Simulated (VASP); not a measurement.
# Pb (P6_3/mmc) in VASP: notebook

Pb is run at these levels: r2SCAN; tasks: single point.

Program: VASP 6.6.1. These are calculated values, not measurements. Logs are shortened: lines on timing, memory, paths and dates and some standing lists are left out, and cuts for length are marked.

## Step 1: The cell of the first run

It takes space group P6_3/mmc (No. 194, hexagonal). Conventional cell: a = 3.341 Å, b = 3.341 Å, c = 5.814 Å, α = 90.00°, β = 90.00°, γ = 120.00°. Within 4.4 Å of Pb (site symmetry -6m2) lie 12 Pb at 3.34 to 3.49 Å.

## Step 2: Single point, r2SCAN (strain -0.040 along x and y, +0.040 along z)

The input, POSCAR:

```
Pb
1.0
    3.3408006629      0.0000000000      0.0000000000
   -1.6704003315      2.8932182431      0.0000000000
    0.0000000000      0.0000000000      5.8136000000
Pb
2
Direct
    0.3333333333      0.6666666667      0.2500000000
    0.6666666667      0.3333333333      0.7500000000
```

The input, INCAR.step1:

```
SYSTEM = Pb
  PREC = Accurate
  ENCUT = 520
  ISMEAR = 0
  SIGMA = 0.15
  LREAL = .False.
  LASPH = .True.
  NELM = 80
  NBANDS = 21
  GGA = PE
  ALGO = Normal
  EDIFF = 1E-4
  LWAVE = .True.
  LCHARG = .False.
```

The input, INCAR.step2:

```
SYSTEM = Pb
  PREC = Accurate
  ENCUT = 520
  EDIFF = 1E-6
  ISMEAR = 0
  SIGMA = 0.15
  LREAL = .False.
  LASPH = .True.
  NELM = 80
  ALGO = Normal
  ISIF = 2
  LWAVE = .False.
  LCHARG = .False.
  METAGGA = R2SCAN
  LMIXTAU = .True.
  NBANDS = 21
  ISTART = 1
```

The input, KPOINTS:

```
regular mesh
0
Gamma
  18 18 10
  0 0 0
```

Potentials or basis: VASP PAW PBE potentials, release 64 (Pb_d).

Launch:

```sh
cat potpaw_PBE.64/Pb_d/POTCAR > POTCAR
cp INCAR.step1 INCAR
mpirun -np 1 vasp_std > vasp.out
cp INCAR.step2 INCAR
mpirun -np 1 vasp_std > vasp.out
```

OUTCAR:

```text
SYSTEM = Pb
   PREC = Accurate
   ENCUT = 520
   EDIFF = 1E-6
   ISMEAR = 0
   LREAL = .False.
   LASPH = .True.
   NELM = 80
   ISIF = 2
   METAGGA = R2SCAN
   ISTART = 1

 ion  position               nearest neighbor table
   1  0.333  0.667  0.250-   2 3.49   2 3.49   2 3.49   2 3.49   2 3.49   2 3.49
   2  0.667  0.333  0.750-   1 3.49   1 3.49   1 3.49   1 3.49   1 3.49   1 3.49

  LATTYP: Found a hexagonal cell.
 ALAT       =     3.3408006629
 C/A-ratio  =     1.7401816470

  Lattice vectors:

 A1 = (   3.3408006629,   0.0000000000,   0.0000000000)
 A2 = (  -1.6704003315,   2.8932182431,   0.0000000000)
 A3 = (   0.0000000000,   0.0000000000,   5.8136000000)

Analysis of symmetry for initial positions (statically):
=====================================================================
 Subroutine PRICEL returns:
 Original cell was already a primitive cell.

 Routine SETGRP: Setting up the symmetry group for a
 hexagonal supercell.

 Subroutine GETGRP returns: Found 24 space group operations
 (whereof 12 operations were pure point group operations)
 out of a pool of 24 trial point group operations.

The static configuration has the point symmetry D_3d.
 The point group associated with its full space group is D_6h.

Analysis of symmetry for dynamics (positions and initial velocities):
=====================================================================
 Subroutine PRICEL returns:
 Original cell was already a primitive cell.

 Routine SETGRP: Setting up the symmetry group for a
 hexagonal supercell.

 Subroutine GETGRP returns: Found 24 space group operations
 (whereof 12 operations were pure point group operations)
 out of a pool of 24 trial point group operations.

The dynamic configuration has the point symmetry D_3d.
 The point group associated with its full space group is D_6h.

 Subroutine INISYM returns: Found 24 space group operations
 (whereof 12 operations are pure point group operations),
 and found     1 'primitive' translations

----------------------------------------------------------------------------------------

                                     Primitive cell

  volume of cell :      56.1923

  direct lattice vectors                    reciprocal lattice vectors
     3.340800663  0.000000000  0.000000000     0.299329443  0.172817934  0.000000000
    -1.670400332  2.893218243  0.000000000     0.000000000  0.345635868  0.000000000
     0.000000000  0.000000000  5.813600000     0.000000000  0.000000000  0.172010458
[... 76 lines left out ...]
   ISTART =      1    job   : 0-new  1-cont  2-samecut
   ICHARG =      0    charge: 1-file 2-atom 10-const
   ISPIN  =      1    spin polarized calculation?
   LNONCOLLINEAR =      F non collinear calculations
   LSORBIT =      F    spin-orbit coupling
   LASPH  =      T    aspherical Exc in radial PAW
   ENCUT  =  520.0 eV  38.22 Ry    6.18 a.u.   6.21  6.21 10.81*2*pi/ulx,y,z
   NELM   =     80;   NELMIN=  2; NELMDL=  0     # of ELM steps
   EDIFF  = 0.1E-05   stopping-criterion for ELM
   LREAL  =      F    real-space projection
   EDIFFG = 0.1E-04   stopping-criterion for IOM
   NSW    =      0    number of steps for IOM
   IBRION =     -1    ionic relax: 0-MD 1-quasi-New 2-CG
   NFREE  =      0    steps in history (QN), initial steepest desc. (CG)
   ISIF   =      2    stress and relaxation
   ISYM   =      2    0-nonsym 1-usesym 2-fastsym
   POTIM  = 0.5000    time-step for ionic-motion
   TEBEG  =    0.0;   TEEND  =   0.0 temperature during run
   PSTRESS=    0.0 pullay stress
   NELECT =      28.0000    total number of electrons
   NUPDOWN=      -1.0000    fix difference up-down
   EMIN   =  10.00;   EMAX   =-10.00  energy-range for DOS
   EFERMI =   0.00;   METHOD = LEGACY
   ISMEAR =     0;   SIGMA  =   0.15  broadening in eV -4-tet -1-fermi 0-gaus
   EFERMI_NEDOS =   21; number of points for ismear=-14 and -15
   IALGO  =     38    algorithm
   IMIX   =      4    mixing-type and parameters
     AMIX     =   0.40;   BMIX     =  1.00
     AMIX_MAG =   1.60;   BMIX_MAG =  1.00
  volume/ion in A,a.u.               =      28.10       189.60
  Fermi-wavevector in a.u.,A,eV,Ry     =   1.297882  2.452641 22.918982  1.684498
  Thomas-Fermi vector in A             =   2.429246
   LORBIT       =      0    0 simple, 1 ext, 2 COOP (PROOUT), +10 PAW based schemes
   METAGGA = R2SCAN    functional components
   LHFCALC =     F    Hartree Fock is set to
   AEXX    =    0.0000 exact exchange contribution
   IVDW    =     0    specifies the selected vdW correction
   LEPSILON=     F    determine dielectric tensor
   LRPA    =     F    only Hartree local field effects (RPA)
 non-spin polarized calculation
 Gauss-broadening in eV      SIGMA  =   0.15
  energy-cutoff  :      520.00
  volume of cell :       56.19
 maximum number of plane-waves:      1535
 NGX is ok and might be reduce to    28
   NGX = 13   NGY = 13   NGZ = 21

 number of electron      27.9999999 magnetization

 Free energy of the ion-electron system (eV)
  ---------------------------------------------------
  ext. energy  EPLUGINS =         0.00000000
  ---------------------------------------------------
  free energy    TOTEN  =      -112.42786317 eV

  energy without entropy =     -112.41839130  energy(sigma->0) =     -112.42312723

 E-fermi :   8.1352     XC(G=0): -11.3458

 val. band max:        8.1065987387   @ k =   0.3333   0.0556   0.1000
 cond. band min:       8.1554341211   @ k =   0.2778   0.2778   0.1000
 fundamental gap:      0.0488353824
 Fermi energy:         8.1352292310

 k-point     1 :       0.0000    0.0000    0.0000
  band No.  band energies     occupation
      1      -9.7677      2.00000
      2      -9.7481      2.00000
      3      -9.6889      2.00000
      4      -9.6889      2.00000
      5      -9.6668      2.00000
      6      -9.6668      2.00000
[... 565 lines left out ...]
     20      17.3572      0.00000
     21      21.0074      0.00000

 [... further k-points ...]
[... 5 lines left out ...]
  --------------------------------------------------------------------------------------
  -------------------------------------------------------------------------------------
  Total        2.4008866      2.4008866      1.1420903     -0.0000000      0.0000000      0.0000000
  in kB       68.4550237     68.4550237     32.5637291     -0.0000000      0.0000000      0.0000000
  external PRESSURE =      56.4912589 kB  Pullay stress =       0.0000000 kB

 VOLUME and BASIS-vectors are now :
 -----------------------------------------------------------------------------
  energy-cutoff  :      520.00
  volume of cell :       56.19
      direct lattice vectors                 reciprocal lattice vectors
     3.340800663  0.000000000  0.000000000     0.299329443  0.172817934  0.000000000
    -1.670400332  2.893218243  0.000000000     0.000000000  0.345635868  0.000000000
     0.000000000  0.000000000  5.813600000     0.000000000  0.000000000  0.172010458

 POSITION                                       TOTAL-FORCE (eV/Angst)
 -----------------------------------------------------------------------------------
     -0.00000      1.92881      1.45340         0.000000     -0.000000      0.000000
      1.67040      0.96441      4.36020        -0.000000      0.000000      0.000000
 -----------------------------------------------------------------------------------
    total drift:                               -0.000000      0.000000     -0.000000

  FREE ENERGIE OF THE ION-ELECTRON SYSTEM (eV)
  ---------------------------------------------------
  free  energy   TOTEN  =      -112.4278631684 eV

  energy  without entropy=     -112.4183912990  energy(sigma->0) =     -112.42312723
```

Wall time 5.7 min (1 thread of Intel Xeon 6975P-C (Granite Rapids), shared host); peak memory 0.34 GiB.

Results:

| Quantity | Value |
| --- | --- |
| Free energy | -112.4279 eV |
| Pressure | 5.6 GPa |
| Band gap on the k mesh | zero (band 14 reaches 15.20 eV, above the bottom of band 15 at 5.89 eV) |

Levels at points of the mesh, in eV from the Fermi level:
| k point | band 12 | band 13 | band 14 | band 15 | band 16 | band 17 |
| --- | --- | --- | --- | --- | --- | --- |
| (0.00, 0.00, 0.00) | -9.21 | -4.94 | 7.07 | 7.07 | 7.07 | 8.90 |
| (0.50, 0.00, 0.00) | -7.35 | -3.48 | -2.22 | -0.61 | 1.88 | 2.76 |
| (0.00, 0.00, 0.50) | -11.67 | 0.11 | 0.11 | 7.92 | 7.92 | 7.92 |
| (0.50, 0.00, 0.50) | -7.74 | -4.25 | -4.25 | 3.47 | 3.47 | 4.12 |

Caveat: the cell differs from its parent crystal (strain -0.040 along x and y, +0.040 along z); the PAW data sets were made with another functional, which shifts forces and pressure a little; spin-orbit coupling is left out, which moves the levels of the heavy elements.

## Step 3: Single point, r2SCAN (strain +0.000 along x and y, -0.040 along z)

The input, POSCAR:

```
Pb
1.0
    3.4800006906      0.0000000000      0.0000000000
   -1.7400003453      3.0137690032      0.0000000000
    0.0000000000      0.0000000000      5.3664000000
Pb
2
Direct
    0.3333333333      0.6666666667      0.2500000000
    0.6666666667      0.3333333333      0.7500000000
```

The input, INCAR.step1:

```
SYSTEM = Pb
PREC = Accurate
ENCUT = 520
ISMEAR = 0
SIGMA = 0.15
LREAL = .False.
LASPH = .True.
NELM = 80
NBANDS = 21
GGA = PE
ALGO = Normal
EDIFF = 1E-4
LWAVE = .True.
LCHARG = .False.
```

The input, INCAR.step2:

```
SYSTEM = Pb
PREC = Accurate
ENCUT = 520
EDIFF = 1E-7
ISMEAR = 0
SIGMA = 0.15
LREAL = .False.
LASPH = .True.
NELM = 80
ALGO = Normal
ISIF = 2
LWAVE = .False.
LCHARG = .False.
METAGGA = R2SCAN
LMIXTAU = .True.
NBANDS = 21
ISTART = 1
```

The input, KPOINTS:

```
Automatic mesh
0
Gamma
  18 18 10
  0 0 0
```

Potentials or basis: VASP PAW PBE potentials, release 64 (Pb_d).

Launch:

```sh
cat potpaw_PBE.64/Pb_d/POTCAR > POTCAR
cp INCAR.step1 INCAR
mpirun -np 1 vasp_std > vasp.out
cp INCAR.step2 INCAR
mpirun -np 1 vasp_std > vasp.out
```

OUTCAR:

```text
SYSTEM = Pb
   PREC = Accurate
   ENCUT = 520
   EDIFF = 1E-7
   ISMEAR = 0
   LREAL = .False.
   LASPH = .True.
   NELM = 80
   ISIF = 2
   METAGGA = R2SCAN
   ISTART = 1

 ion  position               nearest neighbor table
   1  0.333  0.667  0.250-   2 3.35   2 3.35   2 3.35   2 3.35   2 3.35   2 3.35
   2  0.667  0.333  0.750-   1 3.35   1 3.35   1 3.35   1 3.35   1 3.35   1 3.35

  LATTYP: Found a hexagonal cell.
 ALAT       =     3.4800006906
 C/A-ratio  =     1.5420686595

  Lattice vectors:

 A1 = (   3.4800006906,   0.0000000000,   0.0000000000)
[... 193 lines left out ...]
      5      -9.6391      2.00000
      6      -9.6391      2.00000
[... 565 lines left out ...]
     20      16.1117      0.00000
     21      21.1416      0.00000

 [... further k-points ...]
[... 5 lines left out ...]
  --------------------------------------------------------------------------------------
  -------------------------------------------------------------------------------------
  Total        1.5323041      1.5323041      2.6987340      0.0000000     -0.0000000      0.0000000
  in kB       43.6197550     43.6197550     76.8242511      0.0000000     -0.0000000      0.0000000
  external PRESSURE =      54.6879203 kB  Pullay stress =       0.0000000 kB

 VOLUME and BASIS-vectors are now :
 -----------------------------------------------------------------------------
  energy-cutoff  :      520.00
  volume of cell :       56.28
      direct lattice vectors                 reciprocal lattice vectors
     3.480000691  0.000000000  0.000000000     0.287356265  0.165905217  0.000000000
    -1.740000345  3.013769003  0.000000000     0.000000000  0.331810434  0.000000000
     0.000000000  0.000000000  5.366400000     0.000000000  0.000000000  0.186344663

 POSITION                                       TOTAL-FORCE (eV/Angst)
 -----------------------------------------------------------------------------------
     -0.00000      2.00918      1.34160         0.000000     -0.000000      0.000000
      1.74000      1.00459      4.02480        -0.000000      0.000000      0.000000
 -----------------------------------------------------------------------------------
    total drift:                               -0.000000      0.000000      0.000000

  FREE ENERGIE OF THE ION-ELECTRON SYSTEM (eV)
  ---------------------------------------------------
  free  energy   TOTEN  =      -112.4103349099 eV

  energy  without entropy=     -112.3994785482  energy(sigma->0) =     -112.40490673
```

OUTCAR.step1:

```text
SYSTEM = Pb
   PREC = Accurate
   ENCUT = 520
   ISMEAR = 0
   LREAL = .False.
   LASPH = .True.
[... 801 lines left out ...]
     -0.00000      2.00918      1.34160         0.000000      0.000000      0.000000
      1.74000      1.00459      4.02480        -0.000000     -0.000000      0.000000
 -----------------------------------------------------------------------------------
    total drift:                               -0.000000      0.000000      0.000000

  FREE ENERGIE OF THE ION-ELECTRON SYSTEM (eV)
  ---------------------------------------------------
  free  energy   TOTEN  =        -6.9329622560 eV

  energy  without entropy=       -6.9213629579  energy(sigma->0) =       -6.92716261
```

It took 6.9 min on 1 thread of Intel Xeon 6975P-C (Granite Rapids), shared host; peak memory 0.34 GiB.

Results:

```yaml
Free_energy: -112.4103 eV
Pressure: 5.5 GPa
Band_gap_on_the_k_mesh: zero (band 14 reaches 13.80 eV, above the bottom of band 15 at 5.68 eV)
```

Levels at points of the mesh, in eV from the Fermi level:
| k point | band 10 | band 11 | band 12 | band 13 | band 14 | band 15 | band 16 | band 17 | band 18 | band 19 |
| --- | --- | --- | --- | --- | --- | --- | --- | --- | --- | --- |
| (0.00, 0.00, 0.00) | -17.47 | -12.88 | -7.98 | -4.64 | 5.49 | 5.49 | 7.75 | 7.75 | 9.08 | 9.51 |
| (0.50, 0.00, 0.00) | -17.42 | -9.07 | -7.61 | -2.86 | -1.25 | -0.67 | 1.69 | 1.99 | 6.28 | 6.41 |
| (0.00, 0.00, 0.50) | -17.55 | -11.37 | -11.37 | 1.73 | 1.73 | 6.58 | 6.58 | 6.58 | 6.58 | 9.62 |
| (0.50, 0.00, 0.50) | -17.46 | -8.00 | -8.00 | -4.22 | -4.22 | 3.43 | 3.43 | 4.34 | 4.34 | 7.61 |

Caveat: the cell differs from its parent crystal (strain +0.000 along x and y, -0.040 along z); the PAW data sets were made with another functional, which shifts forces and pressure a little; spin-orbit coupling is left out, which moves the levels of the heavy elements.

(Part 1 of 2 ends here.)
